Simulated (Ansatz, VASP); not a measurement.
PbSe: VASP beside Ansatz

```
Pb Se
1.0
     2.15488   -6.13395    0.00000
     2.15488    6.13395    0.00000
     0.00000    0.00000    4.45049
Pb Se
2 2
Cartesian
  2.1549 -1.6164 3.3379
  2.1549 1.6164 1.1126
  2.1549 -4.4323 3.3379
  2.1549 4.4323 1.1126
```

Alike in both runs: task single point; functional LDA; k mesh 6 × 6 × 6; no spin polarisation.

|  | VASP | Ansatz |
| --- | --- | --- |
| version | VASP 6.6.1 | Ansatz 0.2.0 |
| potentials or method | VASP PAW LDA potentials, release 64 (Pb_d, Se), cutoff 500 eV | plane waves, PAW |
| occupations | gaussian, width 0.01 eV | fixed |
| valence electrons in the cell | 40 | 60 |

|  | VASP | Ansatz | Ansatz less VASP |
| --- | --- | --- | --- |
| gap on the k mesh at the Fermi level (eV) | 1.02 | 1.03 | +0.009 |

LDA's correlation is that of Perdew and Zunger in VASP and of Perdew and Wang (1992) in Ansatz. VASP's potentials hold 40 valence electrons a cell and Ansatz's 60, so a difference there can come from the potentials and not from the codes.

Neither program's run includes spin-orbit coupling.
